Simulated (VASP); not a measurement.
Ti3C, 4 atoms in the cell. The cell holds a slab with vacuum, 4 atoms: a = 2.780 Å, b = 2.780 Å, c = 19.776 Å, α = 90.00°, β = 90.00°, γ = 109.47°. 

```yaml
Program: VASP 6.6.1
Task: single point
Functional: PBEsol
Potentials_or_basis: VASP PAW PBE potentials, release 64 (Ti_sv, C)
Cutoff: 520 eV
k_mesh: 10 × 10 × 1
Occupations: gaussian, width 0.1 eV
Spin: no spin polarisation
Dipole_correction: yes
Further_INCAR_settings: ALGO = Normal; EDIFF = 1e-07; NBANDS = 28
```

Potentials or basis: VASP PAW PBE potentials, release 64 (Ti_sv, C).

Command:

```console
$ cat potpaw_PBE.64/Ti_sv/POTCAR potpaw_PBE.64/C/POTCAR > POTCAR
$ mpirun -np 1 vasp_std > vasp.out
```

Hardware: 1 thread of Intel(R) Xeon(R) 6975P-C (Granite Rapids) (shared host).

Problem. Estimate the wall time of this run.

Solution. It took 3.6 min on 1 thread of Intel(R) Xeon(R) 6975P-C (Granite Rapids), on a shared host, peak memory 0.37 GiB. Counts: scf iterations 31, k points 52.
